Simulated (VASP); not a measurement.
Set up this calculation in VASP 6.6.1, as the native input.

* Task: single point
* Functional: PBE
* Potentials or basis: VASP PAW PBE potentials, release 64 (Ni_sv_GW, O)
* Cutoff: 600 eV
* k mesh: 12 × 12 × 12
* Occupations: gaussian, width 0.02 eV
* Spin: collinear spin, ferromagnetic start
* Starting moments: [1.91, 0.21] μB
* Hubbard terms: Ni d U = 6.2 eV
* Dipole correction: no
* Second run: valence_matched
* Further INCAR settings: ALGO = Normal; EDIFF = 1e-06; NBANDS = 23

The structure of NiO lies in POSCAR:

```
NiO
1.0
    0.0000000000      2.1548651263      2.1548651263
    2.1548651263      0.0000000000      2.1548651263
    2.1548651263      2.1548651263      0.0000000000
Ni O
1 1
Direct
    0.0000000000      0.0000000000      0.0000000000
    0.5000000000      0.5000000000      0.5000000000
```

This cell differs from its parent crystal: volume scaled by 1.03.

These files were run (other wordings do the same):

INCAR

```
ALGO     = Normal         # electronic algorithm
EDIFF    = 1E-6           # SCF threshold, eV
ENCUT    = 600            # plane-wave cutoff, eV
GGA      = PE             # functional
GGA_COMPAT= F            
ISIF     = 2              # what is computed and relaxed
ISMEAR   = 0              # smearing method
ISPIN    = 2              # spin polarisation
LASPH    = T              # aspherical terms in the spheres
LCHARG   = F              # write CHGCAR
LDAU     = T              # DFT+U
LDAUJ    = 0 0          
LDAUL    = 2 -1           # shell
LDAUPRINT= 1            
LDAUTYPE = 2            
LDAUU    = 6.2 0          # U, eV
LMAXMIX  = 4              # l up to which the mixer works
LORBIT   = 11             # projections on sites
LREAL    = F              # projectors in reciprocal space
LWAVE    = F              # write WAVECAR
MAGMOM   = 1.91 0.21      # initial moments
NBANDS   = 23             # bands
NELM     = 200            # most SCF steps
PREC     = Accurate       # precision mode
SIGMA    = 0.02           # smearing width, eV
```

KPOINTS

```
k-points
0
Gamma
  12 12 12
```

Potentials or basis: VASP PAW PBE potentials, release 64 (Ni_sv_GW, O).

Run with:

```console
$ cat potpaw_PBE.64/Ni_sv_GW/POTCAR potpaw_PBE.64/O/POTCAR > POTCAR
$ mpirun -np 1 vasp_std > vasp.out
```

It gave:

| Item | Value |
| --- | --- |
| Pressure | -8.5 GPa |
| Band gap on the k mesh | 1.85 eV, indirect (least direct gap 2.91 eV) |
| Net moment | 2.00 μB per cell |
| Site moments | Ni +1.80; O +0.16 μB |
| Valence electrons inside the program's atomic spheres | Ni 16.05; O 4.99 |

Caveat: a cell with one magnetic atom can't hold antiferromagnetic order, which such compounds often take.

Run time: 34 s on 1 thread of Intel(R) Xeon(R) 6975P-C (Granite Rapids) (shared host), peak memory 0.21 GiB.
